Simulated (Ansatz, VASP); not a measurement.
Two plane-wave programs on Fe

```
Fe
1.0
    -1.39407    1.39407    1.39407
     1.39407   -1.39407    1.39407
     1.39407    1.39407   -1.39407
Fe
1
Direct
  0.00000 0.00000 0.00000
```

Alike in both runs: task relaxation of cell and atoms; functional PBEsol; k mesh 19 × 19 × 19; occupations fermi-dirac, width 0.1 eV; collinear spin.

```csv
,VASP,Ansatz
version,VASP 6.6.1,Ansatz 0.2.0
potentials or method,"VASP PAW PBE potentials, release 64 (Fe)","PAW with Ansatz's default frozen-core files, scalar-relativistic"
plane-wave cutoff (eV),600,420
valence electrons in the cell,8,16
```

Ansatz gave:

```
net moment per atom (μB)                                      : 2.09
size of the moment on the site where the two differ most (μB) : 2.12
relaxed volume (Å³/atom)                                      : 10.83
relaxed cell length with the largest relative difference (Å)  : 2.414
```

Question: Estimate VASP's values.

Answer: net moment per atom (μB): 2.11; size of the moment on the site where the two differ most (μB): 2.09; relaxed volume (Å³/atom): 10.83; relaxed cell length with the largest relative difference (Å): 2.414.

VASP's potentials were made for PBE, not for PBEsol. Site moments also hang on the region over which each program counts them. VASP's potentials hold 8 valence electrons a cell and Ansatz's 16, so a difference there can come from the potentials and not from the codes.
